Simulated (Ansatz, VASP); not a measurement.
## Hf in VASP and in Ansatz

```
Hf
1.0
    -1.75085    1.75085    1.80500
     1.75085   -1.75085    1.80500
     1.75085    1.75085   -1.80500
Hf
1
Direct
  0.00000 0.00000 0.00000
```

Change from the starting cell: strain -0.030 along x and y, +0.000 along z, atoms carried along.

Alike in both runs: task single point; functional PBEsol; k mesh 18 × 18 × 18; occupations gaussian, width 0.15 eV; no spin polarisation.

```csv
,VASP,Ansatz
version,VASP 6.6.1,Ansatz 0.2.0
potentials or method,"VASP PAW PBE potentials, release 64 (Hf_pv), cutoff 520 eV","scalar-relativistic, plane waves, PAW"
valence electrons in the cell,10,26
```

VASP gave:

```
gap on the k mesh at the Fermi level (eV)                     : none
pressure (GPa)                                                : -4.2
traceless stress, the component that is largest in VASP (GPa) : 0.79
```

Question: What did Ansatz give for the same quantities?

Answer: gap on the k mesh at the Fermi level (eV): none; pressure (GPa): -3.9; traceless stress, the component that is largest in VASP (GPa): 0.76.

VASP's potentials were made for PBE, not for PBEsol. A gap of «none» marks a metal or a gap that the smearing closes. The functional is the same, so the differences come from potentials, cutoffs and numerics. VASP's potentials hold 10 valence electrons a cell and Ansatz's 26, so a difference there can come from the potentials and not from the codes.

Spin-orbit coupling is off throughout.
